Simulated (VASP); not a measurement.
# P (P6/mmm) in VASP: notebook, part 2 of 2

VASP 6.6.1.

## (4) Single point, PBE (volume scaled by 0.6)

File INCAR:

```
SYSTEM = P
PREC = Accurate
ENCUT = 520
EDIFF = 1E-6
ISMEAR = -1
SIGMA = 0.05
LREAL = .False.
LASPH = .True.
NELM = 100
ALGO = Normal
ISIF = 2
LWAVE = .False.
LCHARG = .False.
GGA = PE
NBANDS = 8
```

File KPOINTS:

```
regular mesh
0
Gamma
  18 18 17
  0 0 0
```

File POSCAR:

```
P
1.0
    2.2131031419      0.0000000000      0.0000000000
   -1.1065515709      1.9166035420      0.0000000000
    0.0000000000      0.0000000000      2.0847970414
P
1
Direct
    0.0000000000      0.0000000000      0.0000000000
```

Run with:

```
cat potpaw_PBE.64/P/POTCAR > POTCAR
mpirun -np 1 vasp_std > vasp.out
```

Wall time 4.7 s (1 thread of Intel Xeon Platinum 8559C (Emerald Rapids), shared host); peak memory 0.11 GiB.

Results (log left out):

```yaml
Free_energy: -3.4269 eV
Pressure: 124.6 GPa
```

Levels at points of the mesh, in eV from the Fermi level:
```tsv
k point	band 1	band 2	band 3	band 4	band 5	band 6
(0.00, 0.00, 0.00)	-22.78	5.90	7.79	11.40	11.40	12.76
(0.50, 0.00, 0.00)	-13.39	-13.20	3.82	4.87	14.97	16.81
```

Caveat: the cell differs from its parent crystal (volume scaled by 0.6).

## (5) Single point, PBE

This run uses another cell than the first one, of 10.02 Å³/atom, 1.308 times its volume.

File INCAR:

```
SYSTEM = P
ALGO = Normal
EDIFF = 1E-7
ENCUT = 520
GGA = PE
ISIF = 2
ISMEAR = -1
LASPH = .True.
LCHARG = .False.
LREAL = .False.
LWAVE = .False.
NBANDS = 8
NELM = 80
PREC = Accurate
SIGMA = 0.05
```

File KPOINTS:

```
k-points
0
Gamma
  18 18 17
  0 0 0
```

File POSCAR:

```
P
1.0
    2.3122596913      0.0000000000      0.0000000000
   -1.1561298457      2.0024756328      0.0000000000
    0.0000000000      0.0000000000      2.1644698320
P
1
Direct
    0.0000000000      0.0000000000      0.0000000000
```

Potentials or basis: VASP PAW PBE potentials, release 64 (P).

Run with:

```
cat potpaw_PBE.64/P/POTCAR > POTCAR
mpirun -np 1 vasp_std > vasp.out
```

OUTCAR:

```text
SYSTEM = P
   EDIFF = 1E-7
   ENCUT = 520
   GGA = PE
   ISIF = 2
   ISMEAR = -1
   LASPH = .True.
   LREAL = .False.
   NELM = 80
   PREC = Accurate

 ion  position               nearest neighbor table
   1  0.000  0.000  0.000-

  LATTYP: Found a hexagonal cell.
 ALAT       =     2.3122596913
 C/A-ratio  =     0.9360842297

  Lattice vectors:

 A1 = (   2.3122596913,   0.0000000000,   0.0000000000)
 A2 = (  -1.1561298457,   2.0024756328,   0.0000000000)
 A3 = (   0.0000000000,   0.0000000000,   2.1644698320)

Analysis of symmetry for initial positions (statically):
=====================================================================
 Subroutine PRICEL returns:
 Original cell was already a primitive cell.

 Routine SETGRP: Setting up the symmetry group for a
 hexagonal supercell.

 Subroutine GETGRP returns: Found 24 space group operations
 (whereof 24 operations were pure point group operations)
 out of a pool of 24 trial point group operations.

The static configuration has the point symmetry D_6h.

Analysis of symmetry for dynamics (positions and initial velocities):
=====================================================================
 Subroutine PRICEL returns:
 Original cell was already a primitive cell.

 Routine SETGRP: Setting up the symmetry group for a
 hexagonal supercell.

 Subroutine GETGRP returns: Found 24 space group operations
 (whereof 24 operations were pure point group operations)
 out of a pool of 24 trial point group operations.

The dynamic configuration has the point symmetry D_6h.

 Subroutine INISYM returns: Found 24 space group operations
 (whereof 24 operations are pure point group operations),
 and found     1 'primitive' translations

----------------------------------------------------------------------------------------

                                     Primitive cell

  volume of cell :      10.0220

  direct lattice vectors                    reciprocal lattice vectors
     2.312259691  0.000000000  0.000000000     0.432477374  0.249690928  0.000000000
    -1.156129846  2.002475633  0.000000000     0.000000000  0.499381857  0.000000000
     0.000000000  0.000000000  2.164469832     0.000000000  0.000000000  0.462006901

  length of vectors
     2.312259691  2.312259691  2.164469832     0.499381857  0.499381857  0.462006901

  position of ions in fractional coordinates (direct lattice)
     0.000000000  0.000000000  0.000000000

  ion indices of the primitive-cell ions
   primitive index   ion index
                 1           1

----------------------------------------------------------------------------------------

 KPOINTS: k-points

Automatic generation of k-mesh.
 Grid dimensions read from file:
 generate k-points for:   18   18   17

 Generating k-lattice:

  Cartesian coordinates                     Fractional coordinates (reciprocal lattice)
     0.024026521  0.013871718  0.000000000     0.055555556  0.000000000  0.000000000
     0.000000000  0.027743436  0.000000000     0.000000000  0.055555556  0.000000000
     0.000000000  0.000000000  0.027176877     0.000000000  0.000000000  0.058823529

  Length of vectors
     0.027743436  0.027743436  0.027176877

  Shift w.r.t. Gamma in fractional coordinates (k-lattice)
     0.000000000  0.000000000  0.000000000

 Subroutine IBZKPT returns following result:
 ===========================================

 Found    333 irreducible k-points:

 Following reciprocal coordinates:
            Coordinates               Weight
  0.000000  0.000000  0.000000      1.000000
  0.055556 -0.000000  0.000000      6.000000
  0.111111 -0.000000  0.000000      6.000000
  0.166667 -0.000000  0.000000      6.000000
  0.222222 -0.000000  0.000000      6.000000
  0.277778 -0.000000  0.000000      6.000000
[... 16 lines left out ...]
  0.333333  0.111111  0.000000     12.000000
  0.388889  0.111111  0.000000     12.000000
 [... further k-points ...]
   k-points           NKPTS =    333   k-points in BZ     NKDIM =    333   number of bands    NBANDS=      8
   number of dos      NEDOS =    301   number of ions     NIONS =      1
   total plane-waves  NPLWV =   5184
   dimension x,y,z NGX =    18 NGY =   18 NGZ =   16
   dimension x,y,z NGXF=    36 NGYF=   36 NGZF=   32
   ions per type =               1
   NGX,Y,Z   is equivalent  to a cutoff of  12.94, 12.94, 12.29 a.u.
   NGXF,Y,Z  is equivalent  to a cutoff of  25.88, 25.88, 24.58 a.u.
 SYSTEM =  P
   PREC   = accura    normal or accurate (medium, high low for compatibility)
   ISTART =      0    job   : 0-new  1-cont  2-samecut
   ICHARG =      2    charge: 1-file 2-atom 10-const
   ISPIN  =      1    spin polarized calculation?
   LNONCOLLINEAR =      F non collinear calculations
   LSORBIT =      F    spin-orbit coupling
   LASPH  =      T    aspherical Exc in radial PAW
   ENCUT  =  520.0 eV  38.22 Ry    6.18 a.u.   4.30  4.30  4.02*2*pi/ulx,y,z
   NELM   =     80;   NELMIN=  2; NELMDL= -5     # of ELM steps
   EDIFF  = 0.1E-06   stopping-criterion for ELM
   LREAL  =      F    real-space projection
   EDIFFG = 0.1E-05   stopping-criterion for IOM
   NSW    =      0    number of steps for IOM
   IBRION =     -1    ionic relax: 0-MD 1-quasi-New 2-CG
   NFREE  =      0    steps in history (QN), initial steepest desc. (CG)
   ISIF   =      2    stress and relaxation
   ISYM   =      2    0-nonsym 1-usesym 2-fastsym
   POTIM  = 0.5000    time-step for ionic-motion
   TEBEG  =    0.0;   TEEND  =   0.0 temperature during run
   PSTRESS=    0.0 pullay stress
   NELECT =       5.0000    total number of electrons
   NUPDOWN=      -1.0000    fix difference up-down
   EMIN   =  10.00;   EMAX   =-10.00  energy-range for DOS
   EFERMI =   0.00;   METHOD = LEGACY
   ISMEAR =    -1;   SIGMA  =   0.05  broadening in eV -4-tet -1-fermi 0-gaus
   EFERMI_NEDOS =   21; number of points for ismear=-14 and -15
   IALGO  =     38    algorithm
   IMIX   =      4    mixing-type and parameters
     AMIX     =   0.40;   BMIX     =  1.00
     AMIX_MAG =   1.60;   BMIX_MAG =  1.00
  volume/ion in A,a.u.               =      10.02        67.63
  Fermi-wavevector in a.u.,A,eV,Ry     =   1.298414  2.453646 22.937759  1.685878
  Thomas-Fermi vector in A             =   2.429743
   LORBIT       =      0    0 simple, 1 ext, 2 COOP (PROOUT), +10 PAW based schemes
   GGA     = PE    functional components
   LHFCALC =     F    Hartree Fock is set to
   AEXX    =    0.0000 exact exchange contribution
   IVDW    =     0    specifies the selected vdW correction
   LEPSILON=     F    determine dielectric tensor
   LRPA    =     F    only Hartree local field effects (RPA)
 non-spin polarized calculation
  energy-cutoff  :      520.00
  volume of cell :       10.02
 maximum number of plane-waves:       284
 NGX is ok and might be reduce to    18
   NGX =  9   NGY =  9   NGZ =  9

 number of electron       4.9999998 magnetization

 Free energy of the ion-electron system (eV)
  ---------------------------------------------------
  ext. energy  EPLUGINS =         0.00000000
  ---------------------------------------------------
  free energy    TOTEN  =        -4.12853166 eV

  energy without entropy =       -4.12531402  energy(sigma->0) =       -4.12692284

 E-fermi :  16.0962     XC(G=0): -13.0848

 val. band max:       16.0908365436   @ k =   0.3333   0.3333   0.4118
 cond. band min:      16.1371954275   @ k =   0.2222   0.1667   0.3529
 fundamental gap:      0.0463588839
 Fermi energy:        16.0962202567

 k-point     1 :       0.0000    0.0000    0.0000
  band No.  band energies     occupation
      1      -5.0262      2.00000
      2      22.2025      0.00000
      3      23.1208      0.00000
      4      25.6689      0.00000
      5      25.6689      0.00000
      6      28.3326      0.00000
      7      28.3326      0.00000
      8      35.7680      0.00000
[... 243 lines left out ...]
 k-point    24 :       0.3889    0.1111    0.0000
  band No.  band energies     occupation
      1       2.1579      2.00000
      2       6.0406      2.00000
      3      15.1689      2.00000
      4      25.4404      0.00000
      5      28.7507      0.00000
      6      33.3734      0.00000
      7      34.2624      0.00000
      8      38.6815      0.00000

 [... further k-points ...]

------------------------ aborting loop because EDIFF is reached ----------------------------------------

  FORCE on cell =-STRESS in cart. coord.  units (eV):
  Direction    XX          YY          ZZ          XY          YZ          ZX
  --------------------------------------------------------------------------------------
  -------------------------------------------------------------------------------------
  Total        4.5122592      4.5122592      4.5147474     -0.0000000      0.0000000      0.0000000
  in kB      721.3553095    721.3553095    721.7530852     -0.0000000      0.0000000      0.0000000
  external PRESSURE =     721.4879014 kB  Pullay stress =       0.0000000 kB

 VOLUME and BASIS-vectors are now :
 -----------------------------------------------------------------------------
  energy-cutoff  :      520.00
  volume of cell :       10.02
      direct lattice vectors                 reciprocal lattice vectors
     2.312259691  0.000000000  0.000000000     0.432477374  0.249690928  0.000000000
    -1.156129846  2.002475633  0.000000000     0.000000000  0.499381857  0.000000000
     0.000000000  0.000000000  2.164469832     0.000000000  0.000000000  0.462006901

 POSITION                                       TOTAL-FORCE (eV/Angst)
 -----------------------------------------------------------------------------------
      0.00000      0.00000      0.00000         0.000000      0.000000      0.000000
 -----------------------------------------------------------------------------------
    total drift:                               -0.000000      0.000000     -0.000000

  FREE ENERGIE OF THE ION-ELECTRON SYSTEM (eV)
  ---------------------------------------------------
  free  energy   TOTEN  =        -4.1285316614 eV

  energy  without entropy=       -4.1253140212  energy(sigma->0) =       -4.12692284
```

OSZICAR:

```text
N       E                     dE             d eps       ncg     rms          rms(c)
DAV:   1     0.790325858752E+00    0.79033E+00   -0.23704E+03  5896   0.470E+02
DAV:   2    -0.411866744033E+01   -0.49090E+01   -0.46392E+01  7984   0.487E+01
DAV:   3    -0.414690554526E+01   -0.28238E-01   -0.28231E-01  5880   0.409E+00
DAV:   4    -0.414692487759E+01   -0.19332E-04   -0.19332E-04  8896   0.116E-01
DAV:   5    -0.414692488070E+01   -0.31175E-08   -0.44932E-08  5872   0.815E-04    0.867E+00
DAV:   6    -0.413543697770E+01    0.11488E-01   -0.84301E-04  6984   0.223E-01    0.512E+00
DAV:   7    -0.412852941074E+01    0.69076E-02   -0.22827E-03  6680   0.390E-01    0.989E-02
DAV:   8    -0.412853025363E+01   -0.84290E-06   -0.61828E-05  7048   0.637E-02    0.206E-02
DAV:   9    -0.412853176220E+01   -0.15086E-05   -0.32163E-06  7120   0.163E-02    0.634E-03
DAV:  10    -0.412853163569E+01    0.12650E-06   -0.43750E-07  7168   0.460E-03    0.215E-03
DAV:  11    -0.412853166136E+01   -0.25664E-07   -0.13480E-08  3232   0.976E-04
   1 F= -.41285317E+01 E0= -.41269228E+01  d E =-.321764E-02
```

stdout:

```text
POSCAR found type information on POSCAR P
 POSCAR found :  1 types and       1 ions
 scaLAPACK will be used
 LDA part: xc-table for (Slater+PW92), standard interpolation
 POSCAR, INCAR and KPOINTS ok, starting setup
 FFT: planning ... GRIDC
 FFT: planning ... GRID_SOFT
 FFT: planning ... GRID
 WAVECAR not read
 entering main loop
```

Run time: 9.7 s. Hardware: 1 thread of Intel Xeon Platinum 8559C (Emerald Rapids), shared host; peak memory 0.13 GiB.

What came out:

| Quantity | Value |
| --- | --- |
| Free energy | -4.1285 eV |
| Pressure | 72.1 GPa |

## (6) Summary

```tsv
cell	gap on the mesh (eV)	pressure (GPa)
a = 2.103, b = 2.103, c = 2.001 Å, angles 90.0, 90.0, 120.0°, 1 atom	none	226.5
a = 2.213, b = 2.213, c = 2.085 Å, angles 90.0, 90.0, 120.0°, 1 atom	none	124.6
a = 2.312, b = 2.312, c = 2.164 Å, angles 90.0, 90.0, 120.0°, 1 atom	none	72.1
```

Alike in all rows: task single point; level PBE; potentials or basis VASP PAW PBE potentials, release 64 (P); no spin polarisation; k mesh 18 × 18 × 17; cutoff (eV) 520; smearing fermi-dirac 0.05 eV.

Absolute energies hang on the potentials; compare differences alone.
